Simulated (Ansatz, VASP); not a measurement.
## BaZrO3 in VASP and in Ansatz

```
CELL_PARAMETERS angstrom
4.18072 0.00000 0.00000
0.00000 4.18072 0.00000
0.00000 0.00000 4.18072
ATOMIC_POSITIONS crystal
Ba 0.00000 0.00000 0.00000
Zr 0.50000 0.50000 0.50000
O 0.50000 0.50000 0.00000
O 0.00000 0.50000 0.50000
O 0.50000 0.00000 0.50000
```

Alike in both runs: functional PBEsol; k mesh 6 × 6 × 6; occupations gaussian, width 0.02 eV; no spin polarisation.

Ansatz relaxed the structure, and its values are those at the end. VASP's run is a single point on that final structure, the one shown.

|  | VASP | Ansatz |
| --- | --- | --- |
| version | VASP 6.6.1 | Ansatz 0.2.0 |
| potentials or method | VASP PAW PBE potentials, release 64 (Ba_sv, Zr_sv, O), cutoff 600 eV | scalar-relativistic, plane waves, PAW |
| valence electrons in the cell | 40 | 40 |

```tsv
	VASP	Ansatz	Ansatz less VASP
gap on the k mesh at the Fermi level (eV)	3.12	3.18	+0.058
least direct gap on the mesh (eV)	3.34	3.36	+0.024
pressure (GPa)	1.0	0.0	-1.03
```

VASP's potentials were made for PBE, not for PBEsol, and Ansatz warns of the same on its side.

Spin-orbit coupling is off throughout.
